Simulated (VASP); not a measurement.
# ReIrS4 (F-43m) in VASP: single point with PBE

Aim: the single point of ReIrS4 with PBE.

All numbers are computed with VASP 6.6.1; they aren't measurements. Logs are shortened: lines on timing, memory, paths and dates and some standing lists are left out, and cuts for length are marked.

## Step 1: The cell of the first run

It takes space group F-43m (No. 216, cubic). Conventional cell: a = 7.067 Å, b = 7.067 Å, c = 7.067 Å, α = 90.00°, β = 90.00°, γ = 90.00°. Re (site symmetry -43m) has 12 S at 2.93 Å and 4 Ir at 3.06 Å within 3.9 Å. Ir (site symmetry -43m) has 12 S at 2.93 Å and 4 Re at 3.06 Å within 3.9 Å. Within 3.3 Å of S (site symmetry 3m) lie 6 S at 2.49 to 2.51 Å and 3 Ir at 2.93 Å and 3 Re at 2.93 Å.

## Step 2: Single point, PBE, collinear spin, ferrimagnetic start

INCAR

```
SYSTEM = ReIrS4
  PREC = Accurate
  ENCUT = 520
  EDIFF = 1E-7
  ISMEAR = 0
  SIGMA = 0.1
  LREAL = .FALSE.
  LASPH = .TRUE.
  NELM = 150
  ALGO = Normal
  ISIF = 2
  LWAVE = .FALSE.
  LCHARG = .FALSE.
  ISPIN = 2
  MAGMOM = 2.49 -0.6 -0.16 -0.16 -0.16 -0.16
  LORBIT = 11
  LMAXMIX = 4
  GGA = PE
  NBANDS = 33
```

KPOINTS

```
regular mesh
0
G
  4 4 4
  0 0 0
```

POSCAR

```
ReIrS4
1.0
    0.0000000000      3.5335337587      3.5335337587
    3.5335337587      0.0000000000      3.5335337587
    3.5335337587      3.5335337587      0.0000000000
Re Ir S
1 1 4
Direct
    0.0000000000      0.0000000000      0.0000000000
    0.7500000000      0.7500000000      0.7500000000
    0.3753618353      0.8739144940      0.3753618353
    0.3753618353      0.3753618353      0.8739144940
    0.3753618353      0.3753618353      0.3753618353
    0.8739144940      0.3753618353      0.3753618353
```

Potentials or basis: VASP PAW PBE potentials, release 64 (Re, Ir, S).

Started as:

```console
cat potpaw_PBE.64/Re/POTCAR potpaw_PBE.64/Ir/POTCAR potpaw_PBE.64/S/POTCAR > POTCAR
mpirun -np 1 vasp_std > vasp.out
```

OUTCAR:

```text
SYSTEM = ReIrS4
   PREC = Accurate
   ENCUT = 520
   EDIFF = 1E-7
   ISMEAR = 0
   LREAL = .FALSE.
   LASPH = .TRUE.
   NELM = 150
   ISIF = 2
   ISPIN = 2
   LORBIT = 11
   GGA = PE

 ion  position               nearest neighbor table
   1  0.000  0.000  0.000-   3 2.93   4 2.93   6 2.93   5 2.93   5 2.93   5 2.93   6 2.93   3 2.93
                             4 2.93   4 2.93   3 2.93   6 2.93   2 3.06   2 3.06   2 3.06   2 3.06
   2  0.750  0.750  0.750-   3 2.93   4 2.93   4 2.93   6 2.93   3 2.93   6 2.93   5 2.93   5 2.93
                             5 2.93   3 2.93   4 2.93   6 2.93   1 3.06   1 3.06   1 3.06   1 3.06
   3  0.375  0.874  0.375-   4 2.49   5 2.49   6 2.49   4 2.51   5 2.51   6 2.51   2 2.93   2 2.93
                             2 2.93   1 2.93   1 2.93   1 2.93
   4  0.375  0.375  0.874-   3 2.49   5 2.49   6 2.49   5 2.51   3 2.51   6 2.51   2 2.93   2 2.93
                             2 2.93   1 2.93   1 2.93   1 2.93
   5  0.375  0.375  0.375-   3 2.49   4 2.49   6 2.49   4 2.51   3 2.51   6 2.51   2 2.93   2 2.93
                             2 2.93   1 2.93   1 2.93   1 2.93
   6  0.874  0.375  0.375-   3 2.49   4 2.49   5 2.49   5 2.51   4 2.51   3 2.51   2 2.93   2 2.93
                             2 2.93   1 2.93   1 2.93   1 2.93

  LATTYP: Found a face centered cubic cell.
 ALAT       =     7.0670675174

  Lattice vectors:

 A1 = (   0.0000000000,   3.5335337587,   3.5335337587)
 A2 = (   3.5335337587,   0.0000000000,   3.5335337587)
 A3 = (   3.5335337587,   3.5335337587,   0.0000000000)

Analysis of symmetry for initial positions (statically):
=====================================================================
 Subroutine PRICEL returns:
 Original cell was already a primitive cell.

 Routine SETGRP: Setting up the symmetry group for a
 face centered cubic supercell.

 Subroutine GETGRP returns: Found 24 space group operations
 (whereof 24 operations were pure point group operations)
 out of a pool of 48 trial point group operations.

The static configuration has the point symmetry T_d .

Analysis of symmetry for dynamics (positions and initial velocities):
=====================================================================
 Subroutine PRICEL returns:
 Original cell was already a primitive cell.

 Routine SETGRP: Setting up the symmetry group for a
 face centered cubic supercell.

 Subroutine GETGRP returns: Found 24 space group operations
 (whereof 24 operations were pure point group operations)
 out of a pool of 48 trial point group operations.

The dynamic configuration has the point symmetry T_d .

Analysis of structural, dynamic, and magnetic symmetry:
=====================================================================
 Subroutine PRICEL returns:
 Original cell was already a primitive cell.

 Routine SETGRP: Setting up the symmetry group for a
 face centered cubic supercell.

 Subroutine GETGRP returns: Found 24 space group operations
 (whereof 24 operations were pure point group operations)
 out of a pool of 48 trial point group operations.

The overall configuration has the point symmetry T_d .

 Subroutine INISYM returns: Found 24 space group operations
 (whereof 24 operations are pure point group operations),
 and found     1 'primitive' translations

----------------------------------------------------------------------------------------

                                     Primitive cell

  volume of cell :      88.2384

  direct lattice vectors                    reciprocal lattice vectors
     0.000000000  3.533533759  3.533533759    -0.141501407  0.141501407  0.141501407
     3.533533759  0.000000000  3.533533759     0.141501407 -0.141501407  0.141501407
     3.533533759  3.533533759  0.000000000     0.141501407  0.141501407 -0.141501407

  length of vectors
     4.997171365  4.997171365  4.997171365     0.245087627  0.245087627  0.245087627

  position of ions in fractional coordinates (direct lattice)
     0.000000000  0.000000000  0.000000000
     0.750000000  0.750000000  0.750000000
     0.375361835  0.873914494  0.375361835
     0.375361835  0.375361835  0.873914494
     0.375361835  0.375361835  0.375361835
     0.873914494  0.375361835  0.375361835

  ion indices of the primitive-cell ions
   primitive index   ion index
                 1           1
                 2           2
                 3           3
                 4           4
                 5           5
                 6           6

----------------------------------------------------------------------------------------

 KPOINTS: regular mesh

Automatic generation of k-mesh.
 Grid dimensions read from file:
 generate k-points for:    4    4    4

 Generating k-lattice:

  Cartesian coordinates                     Fractional coordinates (reciprocal lattice)
    -0.035375352  0.035375352  0.035375352     0.250000000  0.000000000  0.000000000
     0.035375352 -0.035375352  0.035375352     0.000000000  0.250000000  0.000000000
     0.035375352  0.035375352 -0.035375352     0.000000000  0.000000000  0.250000000

  Length of vectors
     0.061271907  0.061271907  0.061271907

  Shift w.r.t. Gamma in fractional coordinates (k-lattice)
     0.000000000  0.000000000  0.000000000

 Subroutine IBZKPT returns following result:
 ===========================================

 Found      8 irreducible k-points:

 Following reciprocal coordinates:
            Coordinates               Weight
  0.000000  0.000000  0.000000      1.000000
  0.250000  0.000000  0.000000      8.000000
  0.500000  0.000000  0.000000      4.000000
  0.250000  0.250000  0.000000      6.000000
  0.500000  0.250000  0.000000     24.000000
 -0.250000  0.250000  0.000000     12.000000
  0.500000  0.500000  0.000000      3.000000
 -0.250000  0.500000  0.250000      6.000000
   k-points           NKPTS =      8   k-points in BZ     NKDIM =      8   number of bands    NBANDS=     33
   number of dos      NEDOS =    301   number of ions     NIONS =      6
   total plane-waves  NPLWV =  64000
   dimension x,y,z NGX =    40 NGY =   40 NGZ =   40
   dimension x,y,z NGXF=    80 NGYF=   80 NGZF=   80
   ions per type =               1   1   4
   NGX,Y,Z   is equivalent  to a cutoff of  13.31, 13.31, 13.31 a.u.
   NGXF,Y,Z  is equivalent  to a cutoff of  26.61, 26.61, 26.61 a.u.
 SYSTEM =  ReIrS4
   PREC   = accura    normal or accurate (medium, high low for compatibility)
   ISTART =      0    job   : 0-new  1-cont  2-samecut
   ICHARG =      2    charge: 1-file 2-atom 10-const
   ISPIN  =      2    spin polarized calculation?
   LNONCOLLINEAR =      F non collinear calculations
   LSORBIT =      F    spin-orbit coupling
   LASPH  =      T    aspherical Exc in radial PAW
   ENCUT  =  520.0 eV  38.22 Ry    6.18 a.u.   9.29  9.29  9.29*2*pi/ulx,y,z
   NELM   =    150;   NELMIN=  2; NELMDL= -5     # of ELM steps
   EDIFF  = 0.1E-06   stopping-criterion for ELM
   LREAL  =      F    real-space projection
   EDIFFG = 0.1E-05   stopping-criterion for IOM
   NSW    =      0    number of steps for IOM
   IBRION =     -1    ionic relax: 0-MD 1-quasi-New 2-CG
   NFREE  =      0    steps in history (QN), initial steepest desc. (CG)
   ISIF   =      2    stress and relaxation
   ISYM   =      2    0-nonsym 1-usesym 2-fastsym
   POTIM  = 0.5000    time-step for ionic-motion
   TEBEG  =    0.0;   TEEND  =   0.0 temperature during run
   PSTRESS=    0.0 pullay stress
   NELECT =      40.0000    total number of electrons
   NUPDOWN=      -1.0000    fix difference up-down
   EMIN   =  10.00;   EMAX   =-10.00  energy-range for DOS
   EFERMI =   0.00;   METHOD = LEGACY
   ISMEAR =     0;   SIGMA  =   0.10  broadening in eV -4-tet -1-fermi 0-gaus
   EFERMI_NEDOS =   21; number of points for ismear=-14 and -15
   IALGO  =     38    algorithm
   IMIX   =      4    mixing-type and parameters
     AMIX     =   0.40;   BMIX     =  1.00
     AMIX_MAG =   1.60;   BMIX_MAG =  1.00
  volume/ion in A,a.u.               =      14.71        99.24
  Fermi-wavevector in a.u.,A,eV,Ry     =   1.257599  2.376518 21.518372  1.581556
  Thomas-Fermi vector in A             =   2.391250
   LORBIT       =     11    0 simple, 1 ext, 2 COOP (PROOUT), +10 PAW based schemes
   GGA     = PE    functional components
   LHFCALC =     F    Hartree Fock is set to
   AEXX    =    0.0000 exact exchange contribution
   IVDW    =     0    specifies the selected vdW correction
   LEPSILON=     F    determine dielectric tensor
   LRPA    =     F    only Hartree local field effects (RPA)
 spin polarized calculation
 Gauss-broadening in eV      SIGMA  =   0.10
  energy-cutoff  :      520.00
  volume of cell :       88.24
 maximum number of plane-waves:      2421
 NGX is ok and might be reduce to    40
   NGX = 19   NGY = 19   NGZ = 19

 number of electron      40.0000000 magnetization       0.0062510

 Free energy of the ion-electron system (eV)
  ---------------------------------------------------
  ext. energy  EPLUGINS =         0.00000000
  ---------------------------------------------------
  free energy    TOTEN  =       -27.17395429 eV

  energy without entropy =      -27.12742788  energy(sigma->0) =      -27.15069108

 E-fermi :   9.2658     XC(G=0): -12.2881

 val. band max:        9.1810085570   @ k =   0.5000   0.2500   0.0000
 cond. band min:       9.2668217411   @ k =   0.5000   0.2500   0.0000
 fundamental gap:      0.0858131841
 Fermi energy:         9.2658484994

 spin component 1

 k-point     1 :       0.0000    0.0000    0.0000
  band No.  band energies     occupation
      1      -9.1094      1.00000
      2      -3.2469      1.00000
      3      -3.2469      1.00000
      4      -3.2469      1.00000
      5      -1.1359      1.00000
      6       1.4409      1.00000
[... 24 lines left out ...]
     31      14.0830      0.00000
     32      17.7425      0.00000

 k-point     2 :       0.2500    0.0000    0.0000
  band No.  band energies     occupation
      1      -8.7239      1.00000
      2      -4.8670      1.00000
      3      -3.4207      1.00000
      4      -3.4207      1.00000
      5      -0.0442      1.00000
      6       1.8562      1.00000
[... 202 lines left out ...]
 k-point     8 :      -0.2500    0.5000    0.2500
  band No.  band energies     occupation
      1      -7.1887      1.00000
      2      -7.1156      1.00000
      3      -3.9158      1.00000
      4      -3.9020      1.00000
      5       2.2653      1.00000
      6       2.2709      1.00000
[... 24 lines left out ...]
     31      16.2607      0.00000
     32      16.5046      0.00000
 Fermi energy:         9.2658484994

 spin component 2

 k-point     1 :       0.0000    0.0000    0.0000
  band No.  band energies     occupation
      1      -9.1093      1.00000
      2      -3.2468      1.00000
      3      -3.2468      1.00000
      4      -3.2468      1.00000
      5      -1.1358      1.00000
      6       1.4411      1.00000
[... 24 lines left out ...]
     31      14.0845      0.00000
     32      17.7427      0.00000

 k-point     2 :       0.2500    0.0000    0.0000
  band No.  band energies     occupation
      1      -8.7238      1.00000
      2      -4.8669      1.00000
      3      -3.4206      1.00000
      4      -3.4206      1.00000
      5      -0.0440      1.00000
      6       1.8564      1.00000
[... 202 lines left out ...]
 k-point     8 :      -0.2500    0.5000    0.2500
  band No.  band energies     occupation
      1      -7.1887      1.00000
      2      -7.1154      1.00000
      3      -3.9156      1.00000
      4      -3.9019      1.00000
      5       2.2654      1.00000
      6       2.2711      1.00000
[... 24 lines left out ...]
     31      16.2609      0.00000
     32      16.5053      0.00000
 [bands above 32 left out]

------------------------ aborting loop because EDIFF is reached ----------------------------------------

  FORCE on cell =-STRESS in cart. coord.  units (eV):
  Direction    XX          YY          ZZ          XY          YZ          ZX
  --------------------------------------------------------------------------------------
  -------------------------------------------------------------------------------------
  Total       -0.0370329     -0.0370329     -0.0370329      0.0000000     -0.0000000      0.0000000
  in kB       -0.6724204     -0.6724204     -0.6724204      0.0000000     -0.0000000      0.0000000
  external PRESSURE =      -0.6724204 kB  Pullay stress =       0.0000000 kB

 VOLUME and BASIS-vectors are now :
 -----------------------------------------------------------------------------
  energy-cutoff  :      520.00
  volume of cell :       88.24
      direct lattice vectors                 reciprocal lattice vectors
     0.000000000  3.533533759  3.533533759    -0.141501407  0.141501407  0.141501407
     3.533533759  0.000000000  3.533533759     0.141501407 -0.141501407  0.141501407
     3.533533759  3.533533759  0.000000000     0.141501407  0.141501407 -0.141501407

 POSITION                                       TOTAL-FORCE (eV/Angst)
 -----------------------------------------------------------------------------------
      0.00000      0.00000      0.00000        -0.000000      0.000000     -0.000000
      5.30030      5.30030      5.30030        -0.000000      0.000000     -0.000000
      4.41436      2.65271      4.41436        -0.005083      0.005083     -0.005083
      4.41436      4.41436      2.65271        -0.005083     -0.005083      0.005083
      2.65271      2.65271      2.65271         0.005083      0.005083      0.005083
      2.65271      4.41436      4.41436         0.005083     -0.005083     -0.005083
 -----------------------------------------------------------------------------------
    total drift:                                0.000000      0.000000      0.000000

  FREE ENERGIE OF THE ION-ELECTRON SYSTEM (eV)
  ---------------------------------------------------
  free  energy   TOTEN  =       -27.1739542915 eV

  energy  without entropy=      -27.1274278770  energy(sigma->0) =      -27.15069108

 total charge

# of ion       s       p       d       tot
------------------------------------------
    1        0.394   0.261   4.654   5.310
    2        0.523   0.299   7.042   7.863
    3        1.452   2.037   0.000   3.489
    4        1.452   2.037   0.000   3.489
    5        1.452   2.037   0.000   3.489
    6        1.452   2.037   0.000   3.489
--------------------------------------------------
tot          6.726   8.708  11.696  27.130

 magnetization (x)

# of ion       s       p       d       tot
------------------------------------------
    1        0.000   0.000   0.005   0.005
    2       -0.000   0.000   0.001   0.001
    3        0.000   0.000   0.000   0.000
    4        0.000   0.000   0.000   0.000
    5        0.000   0.000   0.000   0.000
    6        0.000   0.000   0.000   0.000
--------------------------------------------------
tot          0.000   0.000   0.006   0.006
```

Wall time 3.1 min (1 thread of Intel Xeon Platinum 8259CL at 2.50GHz (Skylake/Cascade Lake), shared host); peak memory 0.3 GiB.

What came out:

```yaml
Free_energy: -27.1740 eV
Pressure: -0.1 GPa
Largest_force: 0.009 eV/Å
Band_gap_on_the_k_mesh: zero (filled and empty bands overlap)
Net_moment: 0.01 μB per cell
Valence_electrons_inside_the_program's_atomic_spheres: Re 5.31; Ir 7.86; S 3.49
```

Forces in eV/Å, atoms in the order of the input:
```
Re   0.000  0.000  0.000
Ir   0.000  0.000  0.000
S   -0.005  0.005 -0.005
S   -0.005 -0.005  0.005
S    0.005  0.005  0.005
S    0.005 -0.005 -0.005
```

Caveat: the k points lie up to 0.38 Å⁻¹ apart; spin-orbit coupling is left out, which moves the levels of the heavy elements.
